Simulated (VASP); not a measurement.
# NaI in VASP: a series of runs

Runs on NaI. Level: LDA. Tasks: electric field gradients, density of states.

All numbers are computed with VASP 6.6.1; they aren't measurements. Logs are shortened: lines on timing, memory, paths and dates and some standing lists are left out, and cuts for length are marked.

### 1 The cell of the first run

The structure is cubic, space group Fm-3m (No. 225). The conventional cell has a = 6.451 Å, b = 6.451 Å, c = 6.451 Å, α = 90.00°, β = 90.00°, γ = 90.00°. Na (site symmetry m-3m) has 6 I at 3.23 Å within 4.2 Å. Within 4.2 Å of I (site symmetry m-3m) lie 6 Na at 3.23 Å.

### 2 Electric field gradients, LDA (volume scaled by 0.99)

File INCAR:

```
SYSTEM = NaI
  ALGO = Normal
  EDIFF = 1E-8
  ENCUT = 520
  GGA = CA
  ISIF = 2
  ISMEAR = -1
  LASPH = .TRUE.
  LCHARG = .FALSE.
  LEFG = .TRUE.
  LREAL = .FALSE.
  LWAVE = .FALSE.
  NBANDS = 14
  NELM = 80
  PREC = Accurate
  SIGMA = 0.02
```

File KPOINTS:

```
k-points
0
G
  8 8 8
  0 0 0
```

File POSCAR:

```
NaI
1.0
    0.0000000000      3.2255758389      3.2255758389
    3.2255758389      0.0000000000      3.2255758389
    3.2255758389      3.2255758389      0.0000000000
Na I
1 1
Direct
    0.0000000000      0.0000000000      0.0000000000
    0.5000000000      0.5000000000      0.5000000000
```

Potentials or basis: VASP PAW LDA potentials, release 64 (Na_pv, I).

Started as:

```bash
$ cat potpaw_LDA.64/Na_pv/POTCAR potpaw_LDA.64/I/POTCAR > POTCAR
$ mpirun -np 1 vasp_std > vasp.out
```

OUTCAR:

```text
SYSTEM = NaI
   EDIFF = 1E-8
   ENCUT = 520
   GGA = CA
   ISIF = 2
   ISMEAR = -1
   LASPH = .TRUE.
   LREAL = .FALSE.
   NELM = 80
   PREC = Accurate

 ion  position               nearest neighbor table
   1  0.000  0.000  0.000-
   2  0.500  0.500  0.500-

  LATTYP: Found a face centered cubic cell.
 ALAT       =     6.4511516778

  Lattice vectors:

 A1 = (   0.0000000000,   3.2255758389,   3.2255758389)
 A2 = (   3.2255758389,   0.0000000000,   3.2255758389)
 A3 = (   3.2255758389,   3.2255758389,   0.0000000000)

Analysis of symmetry for initial positions (statically):
=====================================================================
 Subroutine PRICEL returns:
 Original cell was already a primitive cell.

 Routine SETGRP: Setting up the symmetry group for a
 face centered cubic supercell.

 Subroutine GETGRP returns: Found 48 space group operations
 (whereof 48 operations were pure point group operations)
 out of a pool of 48 trial point group operations.

The static configuration has the point symmetry O_h .

Analysis of symmetry for dynamics (positions and initial velocities):
=====================================================================
 Subroutine PRICEL returns:
 Original cell was already a primitive cell.

 Routine SETGRP: Setting up the symmetry group for a
 face centered cubic supercell.

 Subroutine GETGRP returns: Found 48 space group operations
 (whereof 48 operations were pure point group operations)
 out of a pool of 48 trial point group operations.

The dynamic configuration has the point symmetry O_h .

 Subroutine INISYM returns: Found 48 space group operations
 (whereof 48 operations are pure point group operations),
 and found     1 'primitive' translations

----------------------------------------------------------------------------------------

                                     Primitive cell

  volume of cell :      67.1200

  direct lattice vectors                    reciprocal lattice vectors
     0.000000000  3.225575839  3.225575839    -0.155011082  0.155011082  0.155011082
     3.225575839  0.000000000  3.225575839     0.155011082 -0.155011082  0.155011082
     3.225575839  3.225575839  0.000000000     0.155011082  0.155011082 -0.155011082

  length of vectors
     4.561653098  4.561653098  4.561653098     0.268487069  0.268487069  0.268487069

  position of ions in fractional coordinates (direct lattice)
     0.000000000  0.000000000  0.000000000
     0.500000000  0.500000000  0.500000000

  ion indices of the primitive-cell ions
   primitive index   ion index
                 1           1
                 2           2

----------------------------------------------------------------------------------------

 KPOINTS: k-points

Automatic generation of k-mesh.
 Grid dimensions read from file:
 generate k-points for:    8    8    8

 Generating k-lattice:

  Cartesian coordinates                     Fractional coordinates (reciprocal lattice)
    -0.019376385  0.019376385  0.019376385     0.125000000  0.000000000  0.000000000
     0.019376385 -0.019376385  0.019376385     0.000000000  0.125000000  0.000000000
     0.019376385  0.019376385 -0.019376385     0.000000000  0.000000000  0.125000000

  Length of vectors
     0.033560884  0.033560884  0.033560884

  Shift w.r.t. Gamma in fractional coordinates (k-lattice)
     0.000000000  0.000000000  0.000000000

 Subroutine IBZKPT returns following result:
 ===========================================

 Found     29 irreducible k-points:

 Following reciprocal coordinates:
            Coordinates               Weight
  0.000000  0.000000  0.000000      1.000000
  0.125000  0.000000  0.000000      8.000000
  0.250000  0.000000  0.000000      8.000000
  0.375000  0.000000  0.000000      8.000000
  0.500000  0.000000  0.000000      4.000000
  0.125000  0.125000  0.000000      6.000000
[... 16 lines left out ...]
  0.500000  0.250000  0.125000     48.000000
 -0.375000  0.250000  0.125000     24.000000
 [... further k-points ...]
   k-points           NKPTS =     29   k-points in BZ     NKDIM =     29   number of bands    NBANDS=     14
   number of dos      NEDOS =    301   number of ions     NIONS =      2
   total plane-waves  NPLWV =  46656
   dimension x,y,z NGX =    36 NGY =   36 NGZ =   36
   dimension x,y,z NGXF=    72 NGYF=   72 NGZF=   72
   ions per type =               1   1
   NGX,Y,Z   is equivalent  to a cutoff of  13.12, 13.12, 13.12 a.u.
   NGXF,Y,Z  is equivalent  to a cutoff of  26.24, 26.24, 26.24 a.u.
 SYSTEM =  NaI
   PREC   = accura    normal or accurate (medium, high low for compatibility)
   ISTART =      0    job   : 0-new  1-cont  2-samecut
   ICHARG =      2    charge: 1-file 2-atom 10-const
   ISPIN  =      1    spin polarized calculation?
   LNONCOLLINEAR =      F non collinear calculations
   LSORBIT =      F    spin-orbit coupling
   LASPH  =      T    aspherical Exc in radial PAW
   ENCUT  =  520.0 eV  38.22 Ry    6.18 a.u.   8.48  8.48  8.48*2*pi/ulx,y,z
   NELM   =     80;   NELMIN=  2; NELMDL= -5     # of ELM steps
   EDIFF  = 0.1E-07   stopping-criterion for ELM
   LREAL  =      F    real-space projection
   EDIFFG = 0.1E-06   stopping-criterion for IOM
   NSW    =      0    number of steps for IOM
   IBRION =     -1    ionic relax: 0-MD 1-quasi-New 2-CG
   NFREE  =      0    steps in history (QN), initial steepest desc. (CG)
   ISIF   =      2    stress and relaxation
   ISYM   =      2    0-nonsym 1-usesym 2-fastsym
   POTIM  = 0.5000    time-step for ionic-motion
   TEBEG  =    0.0;   TEEND  =   0.0 temperature during run
   PSTRESS=    0.0 pullay stress
   NELECT =      14.0000    total number of electrons
   NUPDOWN=      -1.0000    fix difference up-down
   EMIN   =  10.00;   EMAX   =-10.00  energy-range for DOS
   EFERMI =   0.00;   METHOD = LEGACY
   ISMEAR =    -1;   SIGMA  =   0.02  broadening in eV -4-tet -1-fermi 0-gaus
   EFERMI_NEDOS =   21; number of points for ismear=-14 and -15
   IALGO  =     38    algorithm
   IMIX   =      4    mixing-type and parameters
     AMIX     =   0.40;   BMIX     =  1.00
     AMIX_MAG =   1.60;   BMIX_MAG =  1.00
  volume/ion in A,a.u.               =      33.56       226.47
  Fermi-wavevector in a.u.,A,eV,Ry     =   0.970883  1.834703 12.825041  0.942614
  Thomas-Fermi vector in A             =   2.101055
   LORBIT       =      0    0 simple, 1 ext, 2 COOP (PROOUT), +10 PAW based schemes
   GGA     = CA    functional components
   LHFCALC =     F    Hartree Fock is set to
   AEXX    =    0.0000 exact exchange contribution
   IVDW    =     0    specifies the selected vdW correction
   LEPSILON=     F    determine dielectric tensor
   LRPA    =     F    only Hartree local field effects (RPA)
 non-spin polarized calculation
  energy-cutoff  :      520.00
  volume of cell :       67.12
 maximum number of plane-waves:      1832
 NGX is ok and might be reduce to    36
   NGX = 17   NGY = 17   NGZ = 17

 number of electron      14.0000004 magnetization

 Free energy of the ion-electron system (eV)
  ---------------------------------------------------
  ext. energy  EPLUGINS =         0.00000000
  ---------------------------------------------------
  free energy    TOTEN  =        -5.98844153 eV

  energy without entropy =       -5.98844153  energy(sigma->0) =       -5.98844153

 E-fermi :   1.1276     XC(G=0):  -8.1402

 val. band max:        0.6896966374   @ k =   0.0000   0.0000   0.0000
 cond. band min:       4.0614894853   @ k =   0.0000   0.0000   0.0000
 fundamental gap:      3.3717928479
 Fermi energy:         1.1276074195

 k-point     1 :       0.0000    0.0000    0.0000
  band No.  band energies     occupation
      1     -21.6870      2.00000
      2     -21.6870      2.00000
      3     -21.6870      2.00000
      4     -10.4198      2.00000
      5       0.6897      2.00000
      6       0.6897      2.00000
      7       0.6897      2.00000
      8       4.0615      0.00000
      9       8.4874      0.00000
     10       8.4874      0.00000
     11       8.4874      0.00000
     12      10.3726      0.00000
     13      10.3726      0.00000
     14      10.8906      0.00000
[... 375 lines left out ...]
 k-point    24 :      -0.3750    0.2500    0.1250
  band No.  band energies     occupation
      1     -21.6919      2.00000
      2     -21.6888      2.00000
      3     -21.6879      2.00000
      4     -10.0493      2.00000
      5      -1.3086      2.00000
      6      -0.2690      2.00000
      7       0.1806      2.00000
      8       6.6277      0.00000
      9       6.8036      0.00000
     10       8.8054      0.00000
     11       8.8155      0.00000
     12      11.0254      0.00000
     13      11.9456      0.00000
     14      13.2224      0.00000

 [... further k-points ...]
[... 5 lines left out ...]
  --------------------------------------------------------------------------------------
  -------------------------------------------------------------------------------------
  Total       -0.6268941     -0.6268941     -0.6268941      0.0000000      0.0000000     -0.0000000
  in kB      -14.9641825    -14.9641825    -14.9641825      0.0000000      0.0000000     -0.0000000
  external PRESSURE =     -14.9641825 kB  Pullay stress =       0.0000000 kB

 VOLUME and BASIS-vectors are now :
 -----------------------------------------------------------------------------
  energy-cutoff  :      520.00
  volume of cell :       67.12
      direct lattice vectors                 reciprocal lattice vectors
     0.000000000  3.225575839  3.225575839    -0.155011082  0.155011082  0.155011082
     3.225575839  0.000000000  3.225575839     0.155011082 -0.155011082  0.155011082
     3.225575839  3.225575839  0.000000000     0.155011082  0.155011082 -0.155011082

 POSITION                                       TOTAL-FORCE (eV/Angst)
 -----------------------------------------------------------------------------------
      0.00000      0.00000      0.00000        -0.000000     -0.000000      0.000000
      3.22558      3.22558      3.22558         0.000000      0.000000     -0.000000
 -----------------------------------------------------------------------------------
    total drift:                                0.000000      0.000000      0.000000

  FREE ENERGIE OF THE ION-ELECTRON SYSTEM (eV)
  ---------------------------------------------------
  free  energy   TOTEN  =        -5.9884415303 eV

  energy  without entropy=       -5.9884415303  energy(sigma->0) =       -5.98844153

 Electric field gradients (V/A^2)
---------------------------------------------------------------------
 ion       V_xx      V_yy      V_zz      V_xy      V_xz      V_yz
---------------------------------------------------------------------
   1       0.000    -0.000    -0.000    -0.002    -0.002    -0.002
   2       0.000     0.000    -0.000    -0.000    -0.000    -0.000
---------------------------------------------------------------------

 Electric field gradients after diagonalization (V/A^2)
 (convention: |V_zz| > |V_xx| > |V_yy|)
----------------------------------------------------------------------
 ion       V_xx      V_yy      V_zz     asymmetry (V_yy - V_xx)/ V_zz
----------------------------------------------------------------------
   1       0.002     0.002    -0.005       0.000
   2       0.000     0.000    -0.000       0.000
----------------------------------------------------------------------

           NMR quadrupolar parameters

 Cq : quadrupolar parameter    Cq=e*Q*V_zz/h
 eta: asymmetry parameters     (V_yy - V_xx)/ V_zz
 Q  : nuclear electric quadrupole moment in mb (millibarn)
----------------------------------------------------------------------
 ion       Cq(MHz)       eta       Q (mb)
----------------------------------------------------------------------
   1      -0.000       0.000       1.000
   2      -0.000       0.000       1.000
----------------------------------------------------------------------
```

Wall time 23 s (1 thread of Intel Xeon Platinum 8488C (Sapphire Rapids), shared host); peak memory 0.18 GiB.

Results:

- Free energy: -5.9884 eV
- Pressure: -1.5 GPa
- Band gap on the k mesh: 3.37 eV, direct

Caveat: without QUAD_EFG the Cq values of the log hold for a quadrupole moment of 1 mb, not for the nuclei; spin-orbit coupling is left out, which moves the levels of the heavy elements.

### 3 Electric field gradients, LDA (volume scaled by 1.02)

File INCAR:

```
SYSTEM = NaI
  PREC = Accurate
  ENCUT = 520
  EDIFF = 1E-8
  ISMEAR = -1
  SIGMA = 0.02
  LREAL = .FALSE.
  LASPH = .TRUE.
  NELM = 60
  ALGO = Normal
  ISIF = 2
  LWAVE = .FALSE.
  LCHARG = .FALSE.
  LEFG = .TRUE.
  NBANDS = 14
```

File KPOINTS:

```
Automatic mesh
0
G
  8 8 8
  0 0 0
```

File POSCAR:

```
NaI
1.0
    0.0000000000      3.2578337372      3.2578337372
    3.2578337372      0.0000000000      3.2578337372
    3.2578337372      3.2578337372      0.0000000000
Na I
1 1
Direct
    0.0000000000      0.0000000000      0.0000000000
    0.5000000000      0.5000000000      0.5000000000
```

Potentials or basis: VASP PAW LDA potentials, release 64 (Na_pv, I).

Started as:

```bash
$ cat potpaw_LDA.64/Na_pv/POTCAR potpaw_LDA.64/I/POTCAR > POTCAR
$ mpirun -np 1 vasp_std > vasp.out
```

OUTCAR:

```text
SYSTEM = NaI
   PREC = Accurate
   ENCUT = 520
   EDIFF = 1E-8
   ISMEAR = -1
   LREAL = .FALSE.
   LASPH = .TRUE.
   NELM = 60
   ISIF = 2

 ion  position               nearest neighbor table
   1  0.000  0.000  0.000-
   2  0.500  0.500  0.500-

  LATTYP: Found a face centered cubic cell.
 ALAT       =     6.5156674744

  Lattice vectors:

 A1 = (   0.0000000000,   3.2578337372,   3.2578337372)
 A2 = (   3.2578337372,   0.0000000000,   3.2578337372)
 A3 = (   3.2578337372,   3.2578337372,   0.0000000000)
[... 617 lines left out ...]

  FREE ENERGIE OF THE ION-ELECTRON SYSTEM (eV)
  ---------------------------------------------------
  free  energy   TOTEN  =        -5.9671799268 eV

  energy  without entropy=       -5.9671799268  energy(sigma->0) =       -5.96717993

 Electric field gradients (V/A^2)
---------------------------------------------------------------------
 ion       V_xx      V_yy      V_zz      V_xy      V_xz      V_yz
---------------------------------------------------------------------
   1       0.000     0.000     0.000    -0.002    -0.002    -0.002
   2      -0.000     0.000     0.000    -0.000    -0.000    -0.000
---------------------------------------------------------------------

 Electric field gradients after diagonalization (V/A^2)
 (convention: |V_zz| > |V_xx| > |V_yy|)
----------------------------------------------------------------------
 ion       V_xx      V_yy      V_zz     asymmetry (V_yy - V_xx)/ V_zz
----------------------------------------------------------------------
   1       0.002     0.002    -0.004       0.000
   2       0.000     0.000    -0.001       0.000
----------------------------------------------------------------------

           NMR quadrupolar parameters

 Cq : quadrupolar parameter    Cq=e*Q*V_zz/h
 eta: asymmetry parameters     (V_yy - V_xx)/ V_zz
 Q  : nuclear electric quadrupole moment in mb (millibarn)
----------------------------------------------------------------------
 ion       Cq(MHz)       eta       Q (mb)
----------------------------------------------------------------------
   1      -0.000       0.000       1.000
   2      -0.000       0.000       1.000
----------------------------------------------------------------------
```

Wall time 22 s (1 thread of Intel Xeon Platinum 8488C (Sapphire Rapids), shared host); peak memory 0.18 GiB.

Results:

| Quantity | Value |
| --- | --- |
| Free energy | -5.9672 eV |
| Pressure | -1.9 GPa |
| Band gap on the k mesh | 3.29 eV, direct |

Caveat: without QUAD_EFG the Cq values of the log hold for a quadrupole moment of 1 mb, not for the nuclei; spin-orbit coupling is left out, which moves the levels of the heavy elements.

[end of part 1 of 3]
